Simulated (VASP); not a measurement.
Input of a VASP 6.6.1 run:

File INCAR:

```
SYSTEM = Al9H
ALGO = Normal ; DIPOL = 0.5 0.5 0.297
EDIFF = 1E-7 ; ENCUT = 520
GGA = PE ; IDIPOL = 3
ISIF = 2 ; ISMEAR = 0
LASPH = .TRUE. ; LCHARG = .FALSE.
LDIPOL = .TRUE. ; LREAL = Auto
LWAVE = .FALSE. ; NBANDS = 44
NELM = 80 ; PREC = Accurate
SIGMA = 0.1
```

The input KPOINTS:

```
k-points
0
G
  5 3 1
  0 0 0
```

File POSCAR:

```
Al9H
1.0
    5.7070863106      0.0000000000      0.0000000000
   -1.4267715776      9.7014842380      0.0000000000
    0.0000000000      0.0000000000     22.7903703519
Al H
18 2
Direct
    0.2662216041      0.0648864163      0.1755127248
    0.7662216041      0.0648864163      0.1755127248
    0.3354806058      0.3419224231      0.2192029854
    0.8354806058      0.3419224231      0.2192029854
    0.1493324061      0.5973296244      0.2279410375
    0.6493324061      0.5973296244      0.2279410375
    0.4631842064      0.8527368258      0.2366790896
    0.9631842065      0.8527368258      0.2366790896
    0.0319772093      0.1277109169      0.2808262502
    0.5319772093      0.1277109169      0.2808262502
    0.0997917601      0.4042231294      0.3301071124
    0.5997917601      0.4042231294      0.3301071124
    0.4144000537      0.6596656514      0.3369822081
    0.9144000537      0.6596656514      0.3369822081
    0.2263076916      0.9110819252      0.3449259130
    0.7263076916      0.9110819252      0.3449259130
    0.2962427243      0.1814072004      0.3857054631
    0.7962427243      0.1814072004      0.3857054631
    0.6062643800      0.3644128847      0.4335326807
    0.6062643800      0.4848513326      0.4335326807
```

Potentials or basis: VASP PAW PBE potentials, release 64 (Al, H).

Run with:

```sh
$ cat potpaw_PBE.64/Al/POTCAR potpaw_PBE.64/H/POTCAR > POTCAR
$ mpirun -np 1 vasp_std > vasp.out
```

Predict the largest force.

3.010 eV/Å.

Predict the band gap on the k mesh.

zero (band 28 reaches -1.10 eV, above the bottom of band 29 at -1.79 eV).

Forces on the atoms (eV/Å):
```
Al  -0.080  0.124  0.020
Al   0.076  0.169 -0.002
Al   0.006  0.017  0.023
Al   0.006  0.010 -0.007
Al  -0.003 -0.119  0.043
Al  -0.002 -0.111  0.050
Al  -0.019 -0.074 -0.128
Al   0.015 -0.064 -0.118
Al  -0.005  0.007 -0.020
Al  -0.012  0.076  0.025
Al   0.025 -0.026 -0.014
Al  -0.007  0.046  0.122
Al  -0.002 -0.086  0.016
Al  -0.008 -0.073 -0.019
Al   0.004  0.041 -0.010
Al   0.000  0.058  0.025
Al  -0.008 -0.024 -0.014
Al  -0.010  0.004  0.017
H   -0.460  2.974  0.036
H    0.483 -2.949 -0.046
```
